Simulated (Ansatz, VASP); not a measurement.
## Ru: VASP beside Ansatz

```
Ru
1.0
    -2.33616    2.33616    1.27442
     2.33616   -2.33616    1.27442
     2.33616    2.33616   -1.27442
Ru
2
Direct
  0.00000 0.00000 0.00000
  0.75000 0.25000 0.50000
```

Alike in both runs: task relaxation of cell and atoms; functional PBEsol; k mesh 8 × 8 × 8; occupations gaussian, width 0.1 eV; no spin polarisation.

|  | VASP | Ansatz |
| --- | --- | --- |
| version | VASP 6.6.1 | Ansatz 0.2.0 |
| potentials or method | VASP PAW PBE potentials, release 64 (Ru_pv), cutoff 600 eV | scalar-relativistic, plane waves, PAW |
| valence electrons in the cell | 28 | 32 |

Ansatz gave:

| Property | Result |
| --- | --- |
| gap on the k mesh at the Fermi level, each at its own relaxed structure (eV) | none |
| relaxed volume (Å³/atom) | 14.91 |
| relaxed cell length with the largest relative difference (Å) | 3.580 |

Q: What did VASP give for the same quantities?

A: gap on the k mesh at the Fermi level, each at its own relaxed structure (eV): none; relaxed volume (Å³/atom): 14.92; relaxed cell length with the largest relative difference (Å): 3.581.

VASP's potentials were made for PBE, not for PBEsol. A gap of «none» marks a metal or a gap that the smearing closes. VASP's potentials hold 28 valence electrons a cell and Ansatz's 32, so a difference there can come from the potentials and not from the codes.
